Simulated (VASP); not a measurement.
Runs of VASP 6.6.1 on CoO. The structure is that of space group Fm-3m (No. 225), or close to it. The cells are those of the table. 

| task | level | potentials or basis | spin | fixed moment (μB) | cell | cutoff (eV) | smearing | second run | gap on the mesh (eV) | pressure (GPa) | moment (μB) |
| --- | --- | --- | --- | --- | --- | --- | --- | --- | --- | --- | --- |
| single point | PBEsol | VASP PAW PBE potentials, release 64 (Co, O) | collinear, ferromagnetic start | - | a = 2.958 Å, angles 119.6, 119.6, 90.7°, 2 atoms | 520 | fermi-dirac 0.05 eV | - | none | (b) | 2.79 |
| single point | PBEsol | VASP PAW PBE potentials, release 64 (Co, O) | collinear, ferromagnetic start | - | a = 2.937 Å, angles 119.6, 119.6, 90.7°, 2 atoms | 520 | fermi-dirac 0.05 eV | - | none | -0.1 | (c) |
| single point | PBE | VASP PAW PBE potentials, release 64 (Co, O) | collinear, ferromagnetic start | 0.5 | a = 2.998 Å, angles 119.6, 119.6, 90.7°, 2 atoms | 520 | fermi-dirac 0.05 eV | - | - | -17.1 | 0.50 |
| single point | PBEsol | VASP PAW PBE potentials, release 64 (Co, O) | off | - | a = 2.998 Å, angles 119.6, 119.6, 90.7°, 2 atoms | 520 | fermi-dirac 0.05 eV | - | none | -27.4 | - |
| relaxation of cell and atoms | PBEsol | VASP PAW PBE potentials, release 64 (Co, O) | collinear, ferromagnetic start | - | relaxed to 20 GPa from a = 2.998 Å, angles 119.6, 119.6, 90.7°, 2 atoms | 600 | fermi-dirac 0.05 eV | - | none | 20.1 | (d) |
| single point | PBEsol | VASP PAW PBE potentials, release 64 (Co, O) | collinear, ferromagnetic start | - | a = 2.998 Å, angles 119.6, 119.6, 90.7°, 2 atoms | 520 | gaussian 0.1 eV | - | none | -9.8 | 2.93 |
| single point | PBE | VASP PAW PBE potentials, release 64 (Co, O) | collinear, ferromagnetic start | - | a = 2.937 Å, angles 119.6, 119.6, 90.7°, 2 atoms | 520 | fermi-dirac 0.05 eV | - | none | 9.7 | 2.59 |
| single point | LDA | VASP PAW LDA potentials, release 64 (Co_sv, O) | collinear, ferromagnetic start | - | a = 2.937 Å, angles 119.6, 119.6, 90.7°, 2 atoms | 600 | fermi-dirac 0.05 eV | valence_matched | none | (a) | 2.39 |

Alike in all rows: k mesh 12 × 12 × 12.

Q: Fill in the values left out.

A: (a) -14.5; (b) -3.4; (c) 2.67; (d) 2.20.

Caveats: a cell with one magnetic atom can't hold antiferromagnetic order, which such compounds often take (some runs); semilocal functionals often make such compounds metallic where correlation or magnetic order opens a gap, which also shifts bond lengths (some runs); the PAW data sets were made with another functional, which shifts forces and pressure a little (some runs); the total moment is fixed, so each spin has its own Fermi level (some runs); an odd number of electrons without spin polarisation forces a metal (some runs); a magnetic or distorted state may lie lower (some runs); the cell is relaxed towards a set pressure, so the enthalpy falls and the energy may rise (some runs).

A gap of «none» marks levels without a gap at the run's occupations.

The runs don't all hold the same shells in valence.
